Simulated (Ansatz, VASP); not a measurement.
# SnO2: VASP beside Ansatz

INCAR

```
ALGO = Normal
EDIFF = 1E-6
ENCUT = 520
GGA = PS
ISIF = 2
ISMEAR = 0
LASPH = T
LCHARG = F
LREAL = F
LWAVE = F
NBANDS = 64
NELM = 100
PREC = Accurate
SIGMA = 0.05
```

The input KPOINTS:

```
k-points
0
Gamma
  6 6 6
```

Contents of POSCAR:

```
SnO2
1.0
    3.1879102552      1.8405408440      4.6575368829
   -3.1879102552      1.8405408440      4.6575368829
    0.0000000000     -3.6810816880      4.6575368829
Sn O
4 8
Direct
    0.8646807174      0.8646807174      0.8646807174
    0.3648245829      0.3648245829      0.8648190111
    0.3648245829      0.8648190111      0.3648245829
    0.8648190111      0.3648245829      0.3648245829
    0.1235003534      0.6233501671      0.6233501671
    0.6233501671      0.1235003534      0.6233501671
    0.6233501671      0.6233501671      0.1235003534
    0.6062113146      0.6062113146      0.6062113146
    0.1234715296      0.1234715296      0.1234715296
    0.1060883083      0.1060883083      0.6062369573
    0.1060883083      0.6062369573      0.1060883083
    0.6062369573      0.1060883083      0.1060883083
```

Input for Ansatz:

```yaml
crystal:
  lattice:
    - [3.1879102552, 1.840540844, 4.6575368829]
    - [-3.1879102552, 1.840540844, 4.6575368829]
    - [0.0, -3.681081688, 4.6575368829]
  atoms:
    - { symbol: Sn, position: [0.8646807174, 0.8646807174, 0.8646807174] }
    - { symbol: Sn, position: [0.3648245829, 0.3648245829, 0.8648190111] }
    - { symbol: Sn, position: [0.3648245829, 0.8648190111, 0.3648245829] }
    - { symbol: Sn, position: [0.8648190111, 0.3648245829, 0.3648245829] }
    - { symbol: O, position: [0.1235003534, 0.6233501671, 0.6233501671] }
    - { symbol: O, position: [0.6233501671, 0.1235003534, 0.6233501671] }
    - { symbol: O, position: [0.6233501671, 0.6233501671, 0.1235003534] }
    - { symbol: O, position: [0.6062113146, 0.6062113146, 0.6062113146] }
    - { symbol: O, position: [0.1234715296, 0.1234715296, 0.1234715296] }
    - { symbol: O, position: [0.1060883083, 0.1060883083, 0.6062369573] }
    - { symbol: O, position: [0.1060883083, 0.6062369573, 0.1060883083] }
    - { symbol: O, position: [0.6062369573, 0.1060883083, 0.1060883083] }
basis:
  ecutwfc: 520.0
kpoints:
  mp_grid: { grid: [6, 6, 6] }
hamiltonian:
  xc: pbesol
  pseudopotentials: { kind: paw, azcp: { folder: soft_1 } }
scf:
  occupations: { method: gaussian, width: 0.05 }
output:
  forces: true
  stress: true
  eigenvalues: true
```

Alike in both runs: task single point; functional PBEsol; k mesh 6 × 6 × 6; occupations gaussian, width 0.05 eV; no spin polarisation.

|  | VASP | Ansatz |
| --- | --- | --- |
| version | VASP 6.6.1 | Ansatz 0.2.0 |
| potentials or method | VASP PAW PBE potentials, release 64 (Sn_d, O), cutoff 520 eV | scalar-relativistic, plane waves, PAW |
| valence electrons in the cell | 104 | 104 |

|  | VASP | Ansatz | Ansatz less VASP |
| --- | --- | --- | --- |
| gap on the k mesh at the Fermi level (eV) | 1.94 | 1.96 | +0.021 |
| least direct gap on the mesh (eV) | 1.94 | 1.96 | +0.021 |
| pressure (GPa) | -1.8 | -2.5 | -0.68 |
| traceless stress, the component that is largest in VASP (GPa) | -2.63 | -2.21 | +0.418 |
| rms of the force components (eV/Å) | 0.232 | 0.261 | +0.0291 |

VASP's potentials were made for PBE, not for PBEsol, and Ansatz warns of the same on its side. Atom by atom the forces differ by 0.029 eV/Å (rms over components).
